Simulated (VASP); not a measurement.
Runs of VASP 6.6.1 on ZnS. The structure is that of space group P6_3mc (No. 186), or close to it. The cells are those of the table. 

```tsv
cell	gap on the mesh (eV)	pressure (GPa)	largest force (eV/Å)
a = 3.659, b = 3.659, c = 6.733 Å, angles 90.0, 90.0, 120.0°, 4 atoms	1.90	(c)	0.71
a = 3.963, b = 3.963, c = 5.985 Å, angles 90.0, 90.0, 120.0°, 4 atoms	(a)	-0.1	0.18
a = 3.811, b = 3.811, c = 5.735 Å, angles 90.0, 90.0, 120.0°, 4 atoms	2.37	10.7	0.50
a = 3.506, b = 3.506, c = 5.735 Å, angles 90.0, 90.0, 120.0°, 4 atoms	3.20	(b)	0.73
a = 3.659, b = 3.659, c = 6.234 Å, angles 90.0, 90.0, 120.0°, 4 atoms	2.52	10.9	0.74
```

Alike in all rows: task single point; level PBE; potentials or basis VASP PAW PBE potentials, release 64 (Zn, S); no spin polarisation; k mesh 12 × 12 × 6; cutoff (eV) 520; smearing gaussian 0.05 eV.

Fill in the values left out.

(a) 1.96; (b) 36.6; (c) 5.5.

Caveats: the cell stands under pressure (at least some runs).

A k mesh can miss the band edges.
